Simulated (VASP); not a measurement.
# Ge (I4_1/amd) in VASP: notebook

Runs on Ge. Level: PBE. Tasks: single point, relaxation of cell and atoms.

Everything below comes from runs of VASP 6.6.1. Logs are shortened: lines on timing, memory, paths and dates and some standing lists are left out, and cuts for length are marked.

## (1) The cell of the first run

Symmetry: I4_1/amd, No. 141, tetragonal system. The conventional cell has a = 4.865 Å, b = 4.865 Å, c = 2.633 Å, α = 90.00°, β = 90.00°, γ = 90.00°. Within 3.3 Å of Ge (site symmetry -4m2) lie 10 Ge at 2.52 to 3.13 Å.

## (2) Single point, PBE

INCAR

```
SYSTEM = Ge
  PREC = Accurate
  ENCUT = 520
  EDIFF = 1E-7
  ISMEAR = -1
  SIGMA = 0.05
  LREAL = .False.
  LASPH = .True.
  NELM = 80
  ALGO = Normal
  ISIF = 2
  LWAVE = .False.
  LCHARG = .False.
  GGA = PE
  NBANDS = 21
```

KPOINTS

```
regular mesh
0
Gamma
  16 16 16
  0 0 0
```

POSCAR

```
Ge
1.0
   -2.4326158013      2.4326158013      1.3163975075
    2.4326158013     -2.4326158013      1.3163975075
    2.4326158013      2.4326158013     -1.3163975075
Ge
2
Direct
   -0.3750000000     -0.1250000000     -0.2500000000
    0.3750000000      0.1250000000      0.2500000000
```

Potentials or basis: VASP PAW PBE potentials, release 64 (Ge_d).

Launch:

```sh
$ cat potpaw_PBE.64/Ge_d/POTCAR > POTCAR
$ mpirun -np 1 vasp_std > vasp.out
```

OUTCAR:

```text
SYSTEM = Ge
   PREC = Accurate
   ENCUT = 520
   EDIFF = 1E-7
   ISMEAR = -1
   LREAL = .False.
   LASPH = .True.
   NELM = 80
   ISIF = 2
   GGA = PE

 ion  position               nearest neighbor table
   1  0.625  0.875  0.750-   2 2.52   2 2.52   2 2.52   2 2.52
   2  0.375  0.125  0.250-   1 2.52   1 2.52   1 2.52   1 2.52

  LATTYP: Found a body centered tetragonal cell.
 ALAT       =     4.8652316026
 C/A-ratio  =     0.5411448478

  Lattice vectors:

 A1 = (  -2.4326158013,   2.4326158013,   1.3163975075)
 A2 = (   2.4326158013,  -2.4326158013,   1.3163975075)
 A3 = (   2.4326158013,   2.4326158013,  -1.3163975075)

Analysis of symmetry for initial positions (statically):
=====================================================================
 Subroutine PRICEL returns:
 Original cell was already a primitive cell.

 Routine SETGRP: Setting up the symmetry group for a
 body centered tetragonal supercell.

 Subroutine GETGRP returns: Found 16 space group operations
 (whereof  4 operations were pure point group operations)
 out of a pool of 16 trial point group operations.

The static configuration has the point symmetry C_2h.
 The point group associated with its full space group is D_4h.

Analysis of symmetry for dynamics (positions and initial velocities):
=====================================================================
 Subroutine PRICEL returns:
 Original cell was already a primitive cell.

 Routine SETGRP: Setting up the symmetry group for a
 body centered tetragonal supercell.

 Subroutine GETGRP returns: Found 16 space group operations
 (whereof  4 operations were pure point group operations)
 out of a pool of 16 trial point group operations.

The dynamic configuration has the point symmetry C_2h.
 The point group associated with its full space group is D_4h.

 Subroutine INISYM returns: Found 16 space group operations
 (whereof  4 operations are pure point group operations),
 and found     1 'primitive' translations

----------------------------------------------------------------------------------------

                                     Primitive cell

  volume of cell :      31.1598

  direct lattice vectors                    reciprocal lattice vectors
[... 80 lines left out ...]
   ICHARG =      2    charge: 1-file 2-atom 10-const
   ISPIN  =      1    spin polarized calculation?
   LNONCOLLINEAR =      F non collinear calculations
   LSORBIT =      F    spin-orbit coupling
   LASPH  =      T    aspherical Exc in radial PAW
   ENCUT  =  520.0 eV  38.22 Ry    6.18 a.u.   6.85  6.85  6.85*2*pi/ulx,y,z
   NELM   =     80;   NELMIN=  2; NELMDL= -5     # of ELM steps
   EDIFF  = 0.1E-06   stopping-criterion for ELM
   LREAL  =      F    real-space projection
   EDIFFG = 0.1E-05   stopping-criterion for IOM
   NSW    =      0    number of steps for IOM
   IBRION =     -1    ionic relax: 0-MD 1-quasi-New 2-CG
   NFREE  =      0    steps in history (QN), initial steepest desc. (CG)
   ISIF   =      2    stress and relaxation
   ISYM   =      2    0-nonsym 1-usesym 2-fastsym
   POTIM  = 0.5000    time-step for ionic-motion
   TEBEG  =    0.0;   TEEND  =   0.0 temperature during run
   PSTRESS=    0.0 pullay stress
   NELECT =      28.0000    total number of electrons
   NUPDOWN=      -1.0000    fix difference up-down
   EMIN   =  10.00;   EMAX   =-10.00  energy-range for DOS
   EFERMI =   0.00;   METHOD = LEGACY
   ISMEAR =    -1;   SIGMA  =   0.05  broadening in eV -4-tet -1-fermi 0-gaus
   EFERMI_NEDOS =   21; number of points for ismear=-14 and -15
   IALGO  =     38    algorithm
   IMIX   =      4    mixing-type and parameters
     AMIX     =   0.40;   BMIX     =  1.00
     AMIX_MAG =   1.60;   BMIX_MAG =  1.00
  volume/ion in A,a.u.               =      15.58       105.14
  Fermi-wavevector in a.u.,A,eV,Ry     =   1.579778  2.985348 33.956053  2.495699
  Thomas-Fermi vector in A             =   2.680106
   LORBIT       =      0    0 simple, 1 ext, 2 COOP (PROOUT), +10 PAW based schemes
   GGA     = PE    functional components
   LHFCALC =     F    Hartree Fock is set to
   AEXX    =    0.0000 exact exchange contribution
   IVDW    =     0    specifies the selected vdW correction
   LEPSILON=     F    determine dielectric tensor
   LRPA    =     F    only Hartree local field effects (RPA)
 non-spin polarized calculation
  energy-cutoff  :      520.00
  volume of cell :       31.16
 maximum number of plane-waves:       858
   NGX = 13   NGY = 13   NGZ = 13

 number of electron      28.0000018 magnetization

 Free energy of the ion-electron system (eV)
  ---------------------------------------------------
  ext. energy  EPLUGINS =         0.00000000
  ---------------------------------------------------
  free energy    TOTEN  =        -8.12008954 eV

  energy without entropy =       -8.11470439  energy(sigma->0) =       -8.11739696

 E-fermi :   8.9253     XC(G=0): -12.2241

 val. band max:        8.8790557251   @ k =   0.2500   0.1250  -0.0000
 cond. band min:       8.9273908879   @ k =  -0.0625   0.3125   0.0625
 fundamental gap:      0.0483351628
 Fermi energy:         8.9253222585

 k-point     1 :       0.0000    0.0000    0.0000
  band No.  band energies     occupation
      1     -16.1097      2.00000
      2     -16.0344      2.00000
      3     -16.0026      2.00000
      4     -15.9919      2.00000
      5     -15.8090      2.00000
      6     -15.8090      2.00000
[... 565 lines left out ...]
     20      21.7856      0.00000
     21      22.4279      0.00000

 [... further k-points ...]

------------------------ aborting loop because EDIFF is reached ----------------------------------------

  FORCE on cell =-STRESS in cart. coord.  units (eV):
  Direction    XX          YY          ZZ          XY          YZ          ZX
  --------------------------------------------------------------------------------------
  -------------------------------------------------------------------------------------
  Total        4.6773284      4.6773284      4.6837528      0.0000000      0.0000000     -0.0000000
  in kB      240.4996002    240.4996002    240.8299303      0.0000000      0.0000000     -0.0000000
  external PRESSURE =     240.6097103 kB  Pullay stress =       0.0000000 kB

 VOLUME and BASIS-vectors are now :
 -----------------------------------------------------------------------------
  energy-cutoff  :      520.00
  volume of cell :       31.16
      direct lattice vectors                 reciprocal lattice vectors
    -2.432615801  2.432615801  1.316397508     0.000000000  0.205540061  0.379824481
     2.432615801 -2.432615801  1.316397508     0.205540061  0.000000000  0.379824481
     2.432615801  2.432615801 -1.316397508     0.205540061  0.205540061  0.000000000

 POSITION                                       TOTAL-FORCE (eV/Angst)
 -----------------------------------------------------------------------------------
      2.43262      1.21631      0.98730         0.000000     -0.000000     -0.000000
      0.00000      1.21631      0.32910        -0.000000      0.000000      0.000000
 -----------------------------------------------------------------------------------
    total drift:                                0.000000      0.000000     -0.000000

  FREE ENERGIE OF THE ION-ELECTRON SYSTEM (eV)
  ---------------------------------------------------
  free  energy   TOTEN  =        -8.1200895407 eV

  energy  without entropy=       -8.1147043884  energy(sigma->0) =       -8.11739696
```

OSZICAR:

```text
N       E                     dE             d eps       ncg     rms          rms(c)
DAV:   1     0.166097998213E+03    0.16610E+03   -0.13836E+04 17332   0.399E+03
DAV:   2     0.126877770517E+02   -0.15341E+03   -0.14818E+03 14781   0.576E+02
DAV:   3    -0.766308295254E+01   -0.20351E+02   -0.20172E+02 16489   0.126E+02
DAV:   4    -0.815081337642E+01   -0.48773E+00   -0.48737E+00 16623   0.230E+01
DAV:   5    -0.815705923006E+01   -0.62459E-02   -0.62457E-02 16486   0.271E+00    0.287E+00
DAV:   6    -0.813410240581E+01    0.22957E-01   -0.15918E-02 20026   0.244E+00    0.164E+00
DAV:   7    -0.812031805881E+01    0.13784E-01   -0.14177E-02 19823   0.193E+00    0.120E-01
DAV:   8    -0.812009044182E+01    0.22762E-03   -0.21980E-03 19200   0.910E-01    0.456E-02
DAV:   9    -0.812009153242E+01   -0.10906E-05   -0.87955E-05 19277   0.161E-01    0.171E-02
DAV:  10    -0.812008989808E+01    0.16343E-05   -0.40968E-06 16378   0.196E-02    0.161E-03
DAV:  11    -0.812008954870E+01    0.34937E-06   -0.29448E-07 14515   0.105E-02    0.396E-04
DAV:  12    -0.812008954068E+01    0.80208E-08   -0.32770E-08  9324   0.254E-03
   1 F= -.81200895E+01 E0= -.81173970E+01  d E =-.538515E-02
```

stdout:

```text
POSCAR found type information on POSCAR Ge
 POSCAR found :  1 types and       2 ions
 scaLAPACK will be used
 LDA part: xc-table for (Slater+PW92), standard interpolation
 POSCAR, INCAR and KPOINTS ok, starting setup
 FFT: planning ... GRIDC
 FFT: planning ... GRID_SOFT
 FFT: planning ... GRID
 WAVECAR not read
 entering main loop
```

It took 2.8 min on 1 thread of Intel Xeon Platinum 8259CL at 2.50GHz (Skylake/Cascade Lake), shared host; peak memory 0.29 GiB.

What came out:

```
Free energy            : -8.1201 eV
Pressure               : 24.1 GPa
Band gap on the k mesh : zero (bands 14 and 15 overlap by 6.44 eV)
```

Caveat: the cell stands under pressure.

## (3) Single point, PBE

INCAR

```
SYSTEM = Ge
PREC = Accurate ; ENCUT = 520
EDIFF = 1E-6 ; ISMEAR = -1
SIGMA = 0.05 ; LREAL = .False.
LASPH = .True. ; NELM = 60
ALGO = Normal ; ISIF = 2
LWAVE = .False. ; LCHARG = .True.
GGA = PE ; LELF = .True.
LVHAR = .True. ; NBANDS = 21
```

KPOINTS is that of step 2.

POSCAR

```
Ge
1.0
   -2.4328483538      2.4328483538      1.3166643327
    2.4328483538     -2.4328483538      1.3166643327
    2.4328483538      2.4328483538     -1.3166643327
Ge
2
Direct
   -0.3750000000     -0.1250000000     -0.2500000000
    0.3750000000      0.1250000000      0.2500000000
```

Potentials or basis: VASP PAW PBE potentials, release 64 (Ge_d).

Launch:

```sh
$ cat potpaw_PBE.64/Ge_d/POTCAR > POTCAR
$ mpirun -np 1 vasp_std > vasp.out
```

OUTCAR:

```text
SYSTEM = Ge
   PREC = Accurate
   ENCUT = 520
   EDIFF = 1E-6
   ISMEAR = -1
   LREAL = .False.
   LASPH = .True.
   NELM = 60
   ISIF = 2
   GGA = PE

 ion  position               nearest neighbor table
   1  0.625  0.875  0.750-   2 2.52   2 2.52   2 2.52   2 2.52
   2  0.375  0.125  0.250-   1 2.52   1 2.52   1 2.52   1 2.52

  LATTYP: Found a body centered tetragonal cell.
 ALAT       =     4.8656967076
 C/A-ratio  =     0.5412027966

  Lattice vectors:

 A1 = (  -2.4328483538,   2.4328483538,   1.3166643327)
 A2 = (   2.4328483538,  -2.4328483538,   1.3166643327)
 A3 = (   2.4328483538,   2.4328483538,  -1.3166643327)

Analysis of symmetry for initial positions (statically):
=====================================================================
 Subroutine PRICEL returns:
 Original cell was already a primitive cell.

 Routine SETGRP: Setting up the symmetry group for a
 body centered tetragonal supercell.

 Subroutine GETGRP returns: Found 16 space group operations
[... 161 lines left out ...]
  ---------------------------------------------------
  free energy    TOTEN  =        -8.12193748 eV

  energy without entropy =       -8.11654393  energy(sigma->0) =       -8.11924070

 E-fermi :   8.9201     XC(G=0): -12.2220

 val. band max:        8.8734596893   @ k =   0.2500   0.1250  -0.0000
 cond. band min:       8.9211723252   @ k =  -0.0625   0.3125   0.0625
 fundamental gap:      0.0477126359
 Fermi energy:         8.9200775601

 k-point     1 :       0.0000    0.0000    0.0000
  band No.  band energies     occupation
      1     -16.1142      2.00000
      2     -16.0389      2.00000
      3     -16.0072      2.00000
      4     -15.9964      2.00000
      5     -15.8139      2.00000
      6     -15.8139      2.00000
[... 565 lines left out ...]
     20      21.7790      0.00000
     21      22.4201      0.00000

 [... further k-points ...]

------------------------ aborting loop because EDIFF is reached ----------------------------------------

  FORCE on cell =-STRESS in cart. coord.  units (eV):
  Direction    XX          YY          ZZ          XY          YZ          ZX
  --------------------------------------------------------------------------------------
  -------------------------------------------------------------------------------------
  Total        4.6724756      4.6724756      4.6769201     -0.0000000      0.0000000     -0.0000000
  in kB      240.1554686    240.1554686    240.3839073     -0.0000000      0.0000000     -0.0000000
  external PRESSURE =     240.2316148 kB  Pullay stress =       0.0000000 kB

 VOLUME and BASIS-vectors are now :
 -----------------------------------------------------------------------------
  energy-cutoff  :      520.00
  volume of cell :       31.17
      direct lattice vectors                 reciprocal lattice vectors
    -2.432848354  2.432848354  1.316664333     0.000000000  0.205520414  0.379747509
     2.432848354 -2.432848354  1.316664333     0.205520414  0.000000000  0.379747509
     2.432848354  2.432848354 -1.316664333     0.205520414  0.205520414  0.000000000

 POSITION                                       TOTAL-FORCE (eV/Angst)
 -----------------------------------------------------------------------------------
      2.43285      1.21642      0.98750        -0.000000      0.000000     -0.000000
      0.00000      1.21642      0.32917         0.000000     -0.000000      0.000000
 -----------------------------------------------------------------------------------
    total drift:                                0.000000      0.000000     -0.000000

  FREE ENERGIE OF THE ION-ELECTRON SYSTEM (eV)
  ---------------------------------------------------
  free  energy   TOTEN  =        -8.1219374750 eV

  energy  without entropy=       -8.1165439331  energy(sigma->0) =       -8.11924070
```

stdout:

```text
POSCAR found type information on POSCAR Ge
 POSCAR found :  1 types and       2 ions
 scaLAPACK will be used
 LDA part: xc-table for (Slater+PW92), standard interpolation
 POSCAR, INCAR and KPOINTS ok, starting setup
 FFT: planning ... GRIDC
 FFT: planning ... GRID_SOFT
 FFT: planning ... GRID
 WAVECAR not read
 entering main loop
```

It took 3.1 min on 1 thread of Intel Xeon Platinum 8259CL at 2.50GHz (Skylake/Cascade Lake), shared host; peak memory 0.29 GiB.

What came out:

| Property | Result |
| --- | --- |
| Free energy | -8.1219 eV |
| Pressure | 24.0 GPa |
| Band gap on the k mesh | zero (bands 14 and 15 overlap by 6.44 eV) |

Levels at points of the mesh, in eV from the Fermi level:
| k point | band 10 | band 11 | band 12 | band 13 | band 14 | band 15 | band 16 | band 17 | band 18 | band 19 |
| --- | --- | --- | --- | --- | --- | --- | --- | --- | --- | --- |
| (0.00, 0.00, 0.00) | -24.53 | -14.97 | -3.52 | -2.94 | -2.94 | 2.82 | 8.76 | 8.76 | 9.64 | 9.96 |
| (0.50, 0.00, 0.00) | -24.59 | -8.53 | -7.29 | -2.51 | -2.37 | -1.74 | 2.17 | 4.16 | 6.45 | 9.55 |
| (0.50, 0.50, 0.00) | -24.66 | -11.80 | -11.80 | 0.49 | 0.49 | 2.29 | 2.29 | 8.70 | 8.70 | 12.51 |
| (0.50, 0.50, 0.50) | -24.72 | -9.52 | -9.52 | -7.19 | -7.19 | 6.99 | 6.99 | 13.14 | 13.14 | 17.36 |

Caveat: the cell stands under pressure.

## (4) Single point, PBE

INCAR

```
  PREC = Accurate
  ENCUT = 520
  EDIFF = 1E-6
  ISMEAR = -1
  SIGMA = 0.05
  LREAL = F
  LASPH = T
  NELM = 60
  ALGO = Normal
  ISIF = 2
  LWAVE = F
  LCHARG = T
  GGA = PE
  LELF = T
  LVHAR = T
  NBANDS = 21
```

KPOINTS

```
regular mesh
0
Gamma
  16 16 16
```

POSCAR

```
Ge
1.0
   -2.4328483543      2.4328483543      1.3166643322
    2.4328483543     -2.4328483543      1.3166643322
    2.4328483543      2.4328483543     -1.3166643322
Ge
2
Direct
   -0.3750000000     -0.1250000000     -0.2500000000
    0.3750000000      0.1250000000      0.2500000000
```

Launch:

```sh
$ cat potpaw_PBE.64/Ge_d/POTCAR > POTCAR
$ mpirun -np 1 vasp_std > vasp.out
```

Run time: 2.2 min. Hardware: 1 thread of AMD EPYC 7R13 (Zen 3), shared host; peak memory 0.27 GiB.

It converged, with:

```yaml
Free_energy: -8.1219 eV
Pressure: 24.0 GPa
Band_gap_on_the_k_mesh: zero (bands 14 and 15 overlap by 6.44 eV)
```

Levels at points of the mesh, in eV from the Fermi level:
```csv
k point,band 12,band 13,band 14,band 15,band 16,band 17
"(0.00, 0.00, 0.00)",-3.52,-2.94,-2.94,2.82,8.76,8.76
"(0.50, 0.00, 0.00)",-7.29,-2.51,-2.37,-1.74,2.17,4.16
"(0.50, 0.50, 0.00)",-11.80,0.49,0.49,2.29,2.29,8.70
"(0.50, 0.50, 0.50)",-9.52,-7.19,-7.19,6.99,6.99,13.14
```

Caveat: the cell stands under pressure.

## (5) Relaxation of cell and atoms, PBE, target pressure 24 GPa, at which the enthalpy is minimised

INCAR

```
SYSTEM = Ge
PREC     = Accurate       ! precision mode
ENCUT    = 600            ! plane-wave cutoff, eV
EDIFF    = 1E-7           ! SCF threshold, eV
ISMEAR   = -1             ! smearing method
SIGMA    = 0.05           ! smearing width, eV
LREAL    = .False.        ! projectors in reciprocal space
LASPH    = .True.         ! aspherical terms in the spheres
NELM     = 80             ! most SCF steps
ALGO     = Normal         ! electronic algorithm
ISIF     = 3              ! what is computed and relaxed
LWAVE    = .False.        ! write WAVECAR
LCHARG   = .False.        ! write CHGCAR
GGA      = PE             ! functional
IBRION   = 2              ! ionic algorithm
NSW      = 32             ! ionic steps
EDIFFG   = -0.005         ! ionic threshold
PSTRESS  = 240.0
```

KPOINTS

```
regular mesh
0
Gamma
  16 16 16
  0 0 0
```

POSCAR

```
Ge
1.0
   -2.4326158004      2.4326158004      1.3163975086
    2.4326158004     -2.4326158004      1.3163975086
    2.4326158004      2.4326158004     -1.3163975086
Ge
2
Direct
   -0.3750000000     -0.1250000000     -0.2500000000
    0.3750000000      0.1250000000      0.2500000000
```

Launch:

```sh
$ cat potpaw_PBE.64/Ge_d/POTCAR > POTCAR
$ mpirun -np 1 vasp_std > vasp.out
```

Wall time 4.8 min (1 thread of AMD EPYC 9R14 (Zen 4), shared host); peak memory 0.3 GiB.

The run converged. Its results:

| Item | Value |
| --- | --- |
| Free energy | -8.1234 eV |
| Relaxed volume | 15.59 Å³/atom |
| Relaxed cell | a = 3.684 Å, b = 3.684 Å, c = 3.684 Å, α = 97.34°, β = 97.34°, γ = 138.12° |
| Space group after relaxing (to 0.1 Å) | I4_1/amd (No. 141) |
| Energy change on relaxing (the run minimises the enthalpy) | -1.6 meV/atom |
| Ionic steps | 3 |
| Pressure after relaxing | 24.0 GPa |
| Band gap on the k mesh | zero (bands 14 and 15 overlap by 6.44 eV) |

Step by step:
| step | energy change (eV) | largest force (eV/Å) | pressure (GPa) | volume (Å³) |
| --- | --- | --- | --- | --- |
| 1 | 0.0000 | 0.0000 | 24.11 | 31.16 |
| 2 | -0.0074 | 0.0000 | 23.84 | 31.21 |
| 3 | -0.0032 | 0.0000 | 23.99 | 31.18 |

Final structure:
```cif
data_structure
_symmetry_space_group_name_H-M 'P 1'
_symmetry_Int_Tables_number 1
_cell_length_a 3.6843
_cell_length_b 3.6843
_cell_length_c 3.6843
_cell_angle_alpha 97.338
_cell_angle_beta 97.338
_cell_angle_gamma 138.119
_cell_volume 31.18
loop_
_atom_site_label
_atom_site_type_symbol
_atom_site_fract_x
_atom_site_fract_y
_atom_site_fract_z
_atom_site_occupancy
Ge1 Ge 0.62500 0.87500 0.75000 1
Ge2 Ge 0.37500 0.12500 0.25000 1
```

Levels at points of the mesh, in eV from the Fermi level:
```
           k point  band 10  band 11  band 12  band 13  band 14  band 15  band 16  band 17  band 18
(0.00, 0.00, 0.00)   -24.53   -14.96    -3.52    -2.93    -2.93     2.82     8.76     8.76     9.64
(0.50, 0.00, 0.00)   -24.59    -8.52    -7.29    -2.51    -2.37    -1.74     2.17     4.16     6.44
(0.50, 0.50, 0.00)   -24.66   -11.80   -11.80     0.49     0.49     2.29     2.29     8.70     8.70
(0.50, 0.50, 0.50)   -24.72    -9.52    -9.52    -7.19    -7.19     6.99     6.99    13.14    13.14
```

Caveat: the cell is relaxed towards a set pressure, so the run minimises the enthalpy, not the energy.

## (6) Summary

```csv
task,cell,cutoff (eV),gap on the mesh (eV),pressure (GPa)
single point,"a = 3.683 Å, angles 97.3, 97.3, 138.1°, 2 atoms",520,none,24.1
single point,"a = 3.684 Å, angles 97.3, 97.3, 138.1°, 2 atoms",520,none,24.0
relaxation of cell and atoms,"relaxed to 24 GPa from a = 3.683 Å, angles 97.3, 97.3, 138.1°, 2 atoms",600,none,24.0
```

Alike in all rows: level PBE; potentials or basis VASP PAW PBE potentials, release 64 (Ge_d); no spin polarisation; k mesh 16 × 16 × 16; smearing fermi-dirac 0.05 eV.

Caveats: the cell stands under pressure (at least some runs); the cell is relaxed towards a set pressure, so the run minimises the enthalpy, not the energy (at least some runs).

Total energies depend on the potentials used, so only differences within one code and one set of settings carry meaning.
